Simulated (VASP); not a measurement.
# Ag in VASP: a series of runs

The runs below take Ag through single point, with PBEsol.

All numbers are computed with VASP 6.6.1; they aren't measurements. Logs are shortened: lines on timing, memory, paths and dates and some standing lists are left out, and cuts for length are marked.

## Step 1: The cell of the first run

It takes space group I4/mmm (No. 139, tetragonal). The conventional cell has a = 2.976 Å, b = 2.976 Å, c = 4.147 Å, α = 90.00°, β = 90.00°, γ = 90.00°. Within 3.9 Å of Ag (site symmetry 4/mmm) lie 12 Ag at 2.95 to 2.98 Å.

## Step 2: Single point, PBEsol (strain +0.030 along x and y, +0.015 along z)

Input file INCAR:

```
SYSTEM = Ag
PREC = Accurate
ENCUT = 520
EDIFF = 1E-6
ISMEAR = 0
SIGMA = 0.15
LREAL = .False.
LASPH = .True.
NELM = 100
ALGO = Fast
ISIF = 2
LWAVE = .False.
LCHARG = .False.
GGA = PS
NBANDS = 12
```

Input file KPOINTS:

```
Automatic mesh
0
Gamma
  20 20 20
  0 0 0
```

Input file POSCAR:

```
Ag
1.0
    0.0000000000      2.1043930000      2.0737465000
    2.1043930000      0.0000000000      2.0737465000
    2.1043930000      2.1043930000      0.0000000000
Ag
1
Direct
    0.0000000000      0.0000000000      0.0000000000
```

Potentials or basis: VASP PAW PBE potentials, release 64 (Ag).

On the command line:

```console
$ cat potpaw_PBE.64/Ag/POTCAR > POTCAR
$ mpirun -np 1 vasp_std > vasp.out
```

OUTCAR:

```text
SYSTEM = Ag
   PREC = Accurate
   ENCUT = 520
   EDIFF = 1E-6
   ISMEAR = 0
   LREAL = .False.
   LASPH = .True.
   NELM = 100
   ISIF = 2
   GGA = PS

 ion  position               nearest neighbor table
   1  0.000  0.000  0.000-

  LATTYP: Found a body centered tetragonal cell.
 ALAT       =     2.9760611212
 C/A-ratio  =     1.3936182192

  Lattice vectors:

 A1 = (   0.0000000000,  -2.1043930000,  -2.0737465000)
 A2 = (   0.0000000000,   2.1043930000,  -2.0737465000)
 A3 = (   2.1043930000,   0.0000000000,   2.0737465000)

Analysis of symmetry for initial positions (statically):
=====================================================================
 Subroutine PRICEL returns:
 Original cell was already a primitive cell.

 Routine SETGRP: Setting up the symmetry group for a
 body centered tetragonal supercell.

 Subroutine GETGRP returns: Found 16 space group operations
 (whereof 16 operations were pure point group operations)
 out of a pool of 16 trial point group operations.

The static configuration has the point symmetry D_4h.

Analysis of symmetry for dynamics (positions and initial velocities):
=====================================================================
 Subroutine PRICEL returns:
 Original cell was already a primitive cell.

 Routine SETGRP: Setting up the symmetry group for a
 body centered tetragonal supercell.

 Subroutine GETGRP returns: Found 16 space group operations
 (whereof 16 operations were pure point group operations)
 out of a pool of 16 trial point group operations.

The dynamic configuration has the point symmetry D_4h.

 Subroutine INISYM returns: Found 16 space group operations
 (whereof 16 operations are pure point group operations),
 and found     1 'primitive' translations

----------------------------------------------------------------------------------------

                                     Primitive cell

  volume of cell :      18.3670

  direct lattice vectors                    reciprocal lattice vectors
     0.000000000  2.104393000  2.073746500    -0.237598205  0.237598205  0.241109509
     2.104393000  0.000000000  2.073746500     0.237598205 -0.237598205  0.241109509
     2.104393000  2.104393000  0.000000000     0.237598205  0.237598205 -0.241109509

  length of vectors
     2.954470248  2.954470248  2.976061121     0.413569353  0.413569353  0.413569353

  position of ions in fractional coordinates (direct lattice)
     0.000000000  0.000000000  0.000000000

  ion indices of the primitive-cell ions
   primitive index   ion index
                 1           1

----------------------------------------------------------------------------------------

 KPOINTS: Automatic mesh

Automatic generation of k-mesh.
 Grid dimensions read from file:
 generate k-points for:   20   20   20

 Generating k-lattice:

  Cartesian coordinates                     Fractional coordinates (reciprocal lattice)
    -0.011879910  0.011879910  0.012055475     0.050000000  0.000000000  0.000000000
     0.011879910 -0.011879910  0.012055475     0.000000000  0.050000000  0.000000000
     0.011879910  0.011879910 -0.012055475     0.000000000  0.000000000  0.050000000

  Length of vectors
     0.020678468  0.020678468  0.020678468

  Shift w.r.t. Gamma in fractional coordinates (k-lattice)
     0.000000000  0.000000000  0.000000000

 Subroutine IBZKPT returns following result:
 ===========================================

 Found    641 irreducible k-points:

 Following reciprocal coordinates:
            Coordinates               Weight
  0.000000  0.000000  0.000000      1.000000
  0.050000  0.000000  0.000000      8.000000
  0.100000  0.000000  0.000000      8.000000
  0.150000  0.000000  0.000000      8.000000
  0.200000  0.000000  0.000000      8.000000
  0.250000  0.000000  0.000000      8.000000
[... 16 lines left out ...]
 -0.400000  0.050000  0.000000      8.000000
 -0.350000  0.050000  0.000000      8.000000
 [... further k-points ...]
   k-points           NKPTS =    641   k-points in BZ     NKDIM =    641   number of bands    NBANDS=     12
   number of dos      NEDOS =    301   number of ions     NIONS =      1
   total plane-waves  NPLWV =  13824
   dimension x,y,z NGX =    24 NGY =   24 NGZ =   24
   dimension x,y,z NGXF=    48 NGYF=   48 NGZF=   48
   ions per type =               1
   NGX,Y,Z   is equivalent  to a cutoff of  13.50, 13.50, 13.41 a.u.
   NGXF,Y,Z  is equivalent  to a cutoff of  27.01, 27.01, 26.81 a.u.
 SYSTEM =  Ag
   PREC   = accura    normal or accurate (medium, high low for compatibility)
   ISTART =      0    job   : 0-new  1-cont  2-samecut
   ICHARG =      2    charge: 1-file 2-atom 10-const
   ISPIN  =      1    spin polarized calculation?
   LNONCOLLINEAR =      F non collinear calculations
   LSORBIT =      F    spin-orbit coupling
   LASPH  =      T    aspherical Exc in radial PAW
   ENCUT  =  520.0 eV  38.22 Ry    6.18 a.u.   5.49  5.49  5.53*2*pi/ulx,y,z
   NELM   =    100;   NELMIN=  2; NELMDL= -5     # of ELM steps
   EDIFF  = 0.1E-05   stopping-criterion for ELM
   LREAL  =      F    real-space projection
   EDIFFG = 0.1E-04   stopping-criterion for IOM
   NSW    =      0    number of steps for IOM
   IBRION =     -1    ionic relax: 0-MD 1-quasi-New 2-CG
   NFREE  =      0    steps in history (QN), initial steepest desc. (CG)
   ISIF   =      2    stress and relaxation
   ISYM   =      2    0-nonsym 1-usesym 2-fastsym
   POTIM  = 0.5000    time-step for ionic-motion
   TEBEG  =    0.0;   TEEND  =   0.0 temperature during run
   PSTRESS=    0.0 pullay stress
   NELECT =      11.0000    total number of electrons
   NUPDOWN=      -1.0000    fix difference up-down
   EMIN   =  10.00;   EMAX   =-10.00  energy-range for DOS
   EFERMI =   0.00;   METHOD = LEGACY
   ISMEAR =     0;   SIGMA  =   0.15  broadening in eV -4-tet -1-fermi 0-gaus
   EFERMI_NEDOS =   21; number of points for ismear=-14 and -15
   IALGO  =     68    algorithm
   IMIX   =      4    mixing-type and parameters
     AMIX     =   0.40;   BMIX     =  1.00
     AMIX_MAG =   1.60;   BMIX_MAG =  1.00
  volume/ion in A,a.u.               =      18.37       123.95
  Fermi-wavevector in a.u.,A,eV,Ry     =   1.379937  2.607703 25.908571  1.904226
  Thomas-Fermi vector in A             =   2.504860
   LORBIT       =      0    0 simple, 1 ext, 2 COOP (PROOUT), +10 PAW based schemes
   GGA     = PS    functional components
   LHFCALC =     F    Hartree Fock is set to
   AEXX    =    0.0000 exact exchange contribution
   IVDW    =     0    specifies the selected vdW correction
   LEPSILON=     F    determine dielectric tensor
   LRPA    =     F    only Hartree local field effects (RPA)
 non-spin polarized calculation
 RMM-DIIS sequential band-by-band and
 Gauss-broadening in eV      SIGMA  =   0.15
  energy-cutoff  :      520.00
  volume of cell :       18.37
 maximum number of plane-waves:       531
 NGX is ok and might be reduce to    24
   NGX = 11   NGY = 11   NGZ = 11

 number of electron      11.0000002 magnetization

 Free energy of the ion-electron system (eV)
  ---------------------------------------------------
  ext. energy  EPLUGINS =         0.00000000
  ---------------------------------------------------
  free energy    TOTEN  =        -3.25934011 eV

  energy without entropy =       -3.25696386  energy(sigma->0) =       -3.25815198

 E-fermi :   7.2219     XC(G=0): -11.9736

 val. band max:        7.2200364064   @ k =   0.5000   0.1000   0.3000
 cond. band min:       7.2620957259   @ k =   0.4500   0.4000   0.0500
 fundamental gap:      0.0420593195
 Fermi energy:         7.2219036516

 k-point     1 :       0.0000    0.0000    0.0000
  band No.  band energies     occupation
      1      -0.0555      2.00000
      2       2.7000      2.00000
      3       2.7000      2.00000
      4       2.7814      2.00000
      5       3.6009      2.00000
      6       3.6847      2.00000
      7      23.0489      0.00000
      8      26.1306      0.00000
      9      26.1306      0.00000
     10      26.2796      0.00000
     11      30.8271      0.00000
     12      31.4201      0.00000

 k-point     2 :       0.0500    0.0000    0.0000
  band No.  band energies     occupation
      1       0.0185      2.00000
      2       2.6937      2.00000
      3       2.7197      2.00000
      4       2.7911      2.00000
      5       3.5944      2.00000
      6       3.6765      2.00000
      7      23.0474      0.00000
      8      25.4731      0.00000
      9      26.1435      0.00000
     10      26.2457      0.00000
     11      30.8165      0.00000
     12      31.4236      0.00000

 k-point     3 :       0.1000    0.0000    0.0000
  band No.  band energies     occupation
      1       0.2343      2.00000
      2       2.6647      2.00000
      3       2.7722      2.00000
      4       2.8335      2.00000
      5       3.5815      2.00000
      6       3.6575      2.00000
      7      22.7917      0.00000
      8      24.2706      0.00000
      9      26.1690      0.00000
     10      26.2655      0.00000
     11      30.1146      0.00000
     12      31.2226      0.00000

 k-point     4 :       0.1500    0.0000    0.0000
  band No.  band energies     occupation
      1       0.5688      2.00000
      2       2.6365      2.00000
      3       2.8360      2.00000
      4       2.8961      2.00000
      5       3.5829      2.00000
      6       3.6468      2.00000
      7      21.4967      0.00000
      8      23.8514      0.00000
      9      26.1666      0.00000
     10      26.2638      0.00000
     11      29.4491      0.00000
     12      30.6982      0.00000

 k-point     5 :       0.2000    0.0000    0.0000
  band No.  band energies     occupation
      1       0.9584      2.00000
      2       2.6860      2.00000
      3       2.8766      2.00000
      4       2.9423      2.00000
      5       3.6310      2.00000
      6       3.6756      2.00000
      7      19.6837      0.00000
      8      23.7493      0.00000
      9      26.0723      0.00000
     10      26.1836      0.00000
     11      29.1364      0.00000
     12      30.0530      0.00000
[... 228 lines left out ...]
      1       1.3406      2.00000
      2       2.7074      2.00000
      3       2.7261      2.00000
      4       4.1826      2.00000
      5       4.3656      2.00000
      6       7.1164      1.68002
      7      10.5225      0.00000
      8      22.2234      0.00000
      9      23.8020      0.00000
     10      24.0197      0.00000
     11      29.1700      0.00000
     12      29.4621      0.00000

 k-point    22 :      -0.4500    0.0500    0.0000
  band No.  band energies     occupation
      1       1.3460      2.00000
      2       2.7078      2.00000
      3       2.7336      2.00000
      4       4.2012      2.00000
      5       4.3191      2.00000
      6       6.9129      1.99643
      7      10.7751      0.00000
      8      22.2408      0.00000
      9      23.8130      0.00000
     10      24.0965      0.00000
     11      29.0457      0.00000
     12      29.4992      0.00000

 k-point    23 :      -0.4000    0.0500    0.0000
  band No.  band energies     occupation
      1       1.3770      2.00000
      2       2.7324      2.00000
      3       2.7655      2.00000
      4       4.1307      2.00000
      5       4.2064      2.00000
      6       5.9951      2.00000
      7      12.0161      0.00000
      8      22.3668      0.00000
      9      23.8163      0.00000
     10      24.6035      0.00000
     11      28.9223      0.00000
     12      29.4725      0.00000

 k-point    24 :      -0.3500    0.0500    0.0000
  band No.  band energies     occupation
      1       1.4211      2.00000
      2       2.7779      2.00000
      3       2.8158      2.00000
      4       3.9459      2.00000
      5       4.0442      2.00000
      6       5.0308      2.00000
      7      13.6175      0.00000
      8      22.5774      0.00000
      9      24.0176      0.00000
     10      25.3018      0.00000
     11      28.7977      0.00000
     12      29.3085      0.00000

 [... further k-points ...]
[... 5 lines left out ...]
  --------------------------------------------------------------------------------------
  -------------------------------------------------------------------------------------
  Total       -1.0297717     -1.0297717     -0.9834850      0.0000000      0.0000000     -0.0000000
  in kB      -89.8280927    -89.8280927    -85.7904572      0.0000000      0.0000000     -0.0000000
  external PRESSURE =     -88.4822142 kB  Pullay stress =       0.0000000 kB

 VOLUME and BASIS-vectors are now :
 -----------------------------------------------------------------------------
  energy-cutoff  :      520.00
  volume of cell :       18.37
      direct lattice vectors                 reciprocal lattice vectors
     0.000000000  2.104393000  2.073746500    -0.237598205  0.237598205  0.241109509
     2.104393000  0.000000000  2.073746500     0.237598205 -0.237598205  0.241109509
     2.104393000  2.104393000  0.000000000     0.237598205  0.237598205 -0.241109509

 POSITION                                       TOTAL-FORCE (eV/Angst)
 -----------------------------------------------------------------------------------
      0.00000      0.00000      0.00000         0.000000      0.000000      0.000000
 -----------------------------------------------------------------------------------
    total drift:                               -0.000000     -0.000000     -0.000000

  FREE ENERGIE OF THE ION-ELECTRON SYSTEM (eV)
  ---------------------------------------------------
  free  energy   TOTEN  =        -3.2593401064 eV

  energy  without entropy=       -3.2569638618  energy(sigma->0) =       -3.25815198
```

Run time: 3.2 min. Hardware: 1 thread of AMD EPYC 7R43 (Zen 3), shared host; peak memory 0.2 GiB.

Results:

| Property | Result |
| --- | --- |
| Free energy | -3.2593 eV |
| Pressure | -8.8 GPa |

Stress tensor (GPa, compression positive):
```
-8.98  0.00  0.00
 0.00 -8.98  0.00
 0.00  0.00 -8.58
```

Caveat: the cell differs from its parent crystal (strain +0.030 along x and y, +0.015 along z); the PAW data sets were made with another functional, which shifts forces and pressure a little.

## Step 3: Single point, PBEsol (strain -0.030 along x and y, -0.030 along z)

Input file INCAR:

```
  PREC = Accurate
  ENCUT = 520
  EDIFF = 1E-6
  ISMEAR = 0
  SIGMA = 0.15
  LREAL = F
  LASPH = T
  NELM = 100
  ALGO = Normal
  ISIF = 2
  LWAVE = F
  LCHARG = T
  GGA = PS
  LELF = T
  LVHAR = T
  NBANDS = 12
```

Input file KPOINTS:

```
Automatic mesh
0
Gamma
  20 20 20
```

Input file POSCAR:

```
Ag
1.0
    0.0000000000      1.9818070000      1.9818070000
    1.9818070000      0.0000000000      1.9818070000
    1.9818070000      1.9818070000      0.0000000000
Ag
1
Direct
    0.0000000000      0.0000000000      0.0000000000
```

Potentials or basis: VASP PAW PBE potentials, release 64 (Ag).

On the command line:

```console
$ cat potpaw_PBE.64/Ag/POTCAR > POTCAR
$ mpirun -np 1 vasp_std > vasp.out
```

Run time: 13 s. Hardware: 1 thread of Intel Xeon 6975P-C (Granite Rapids), shared host; peak memory 0.17 GiB.

It converged, with:

- Free energy: -3.2828 eV
- Pressure: 9.5 GPa

Levels at points of the mesh, in eV from the Fermi level:
| k point | band 4 | band 5 | band 6 | band 7 | band 8 | band 9 |
| --- | --- | --- | --- | --- | --- | --- |
| (0.00, 0.00, 0.00) | -5.12 | -3.89 | -3.89 | 16.15 | 20.27 | 20.27 |
| (0.50, 0.00, 0.00) | -2.96 | -2.96 | -0.72 | 4.13 | 15.40 | 18.75 |
| (0.50, 0.50, 0.00) | -2.71 | -2.71 | 1.45 | 7.47 | 11.07 | 11.07 |

Caveat: the cell differs from its parent crystal (strain -0.030 along x and y, -0.030 along z); the PAW data sets were made with another functional, which shifts forces and pressure a little.

## Step 4: Single point, PBEsol (strain -0.015 along x and y, -0.015 along z)

Input file INCAR:

```
SYSTEM = Ag
PREC = Accurate
ENCUT = 520
EDIFF = 1E-6
ISMEAR = 0
SIGMA = 0.15
LREAL = .False.
LASPH = .True.
NELM = 80
ALGO = Normal
ISIF = 2
LWAVE = .False.
LCHARG = .False.
GGA = PS
NBANDS = 12
```

Input file KPOINTS:

```
Automatic mesh
0
Gamma
  20 20 20
  0 0 0
```

Input file POSCAR:

```
Ag
1.0
    0.0000000000      2.0124535000      2.0124535000
    2.0124535000      0.0000000000      2.0124535000
    2.0124535000      2.0124535000      0.0000000000
Ag
1
Direct
    0.0000000000      0.0000000000      0.0000000000
```

On the command line:

```console
$ cat potpaw_PBE.64/Ag/POTCAR > POTCAR
$ mpirun -np 1 vasp_std > vasp.out
```

Run time: 13 s. Hardware: 1 thread of Intel Xeon 6975P-C (Granite Rapids), shared host; peak memory 0.17 GiB.

The run converged. Its results:

```
Free energy : -3.3099 eV
Pressure    : 2.5 GPa
```

Levels at points of the mesh, in eV from the Fermi level:
```csv
k point,band 4,band 5,band 6,band 7,band 8,band 9
"(0.00, 0.00, 0.00)",-4.93,-3.79,-3.79,16.09,19.93,19.93
"(0.50, 0.00, 0.00)",-2.93,-2.93,-0.57,3.85,15.33,18.29
"(0.50, 0.50, 0.00)",-2.70,-2.70,1.51,7.09,10.84,10.84
```

Caveat: the cell differs from its parent crystal (strain -0.015 along x and y, -0.015 along z); the PAW data sets were made with another functional, which shifts forces and pressure a little.

(Continued in part 2 of 2.)
